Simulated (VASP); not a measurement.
A run of VASP 6.6.1 is set up as follows.

The input INCAR:

```
ALGO = Normal ; EDIFF = 1E-6
ENCUT = 560 ; GGA = CA
GGA_COMPAT = F ; ISIF = 2
ISMEAR = -1 ; LASPH = T
LCHARG = F ; LREAL = F
LWAVE = F ; NBANDS = 23
NELM = 120 ; PREC = Accurate
SIGMA = 0.01
```

KPOINTS

```
k-points
0
Gamma
  13 13 8
```

POSCAR

```
Ru
1.0
    2.6775346364      0.0000000000      0.0000000000
   -1.3387673182      2.3188130146      0.0000000000
    0.0000000000      0.0000000000      4.2181251212
Ru
2
Direct
    0.3333333333      0.6666666667      0.2500000000
    0.6666666667      0.3333333333      0.7500000000
```

Potentials or basis: VASP PAW LDA potentials, release 64 (Ru_sv).

The run is started by

```console
$ cat potpaw_LDA.64/Ru_sv/POTCAR > POTCAR
$ mpirun -np 1 vasp_std > vasp.out
```

**Question.** Predict the pressure.

**Answer.** 0.3 GPa.

**Question.** Predict the band gap on the k mesh.

**Answer.** Zero (bands 16 and 17 overlap by 3.28 eV).

Stress tensor (GPa, compression positive):
```
 0.56  0.00  0.00
 0.00  0.56  0.00
 0.00  0.00 -0.08
```
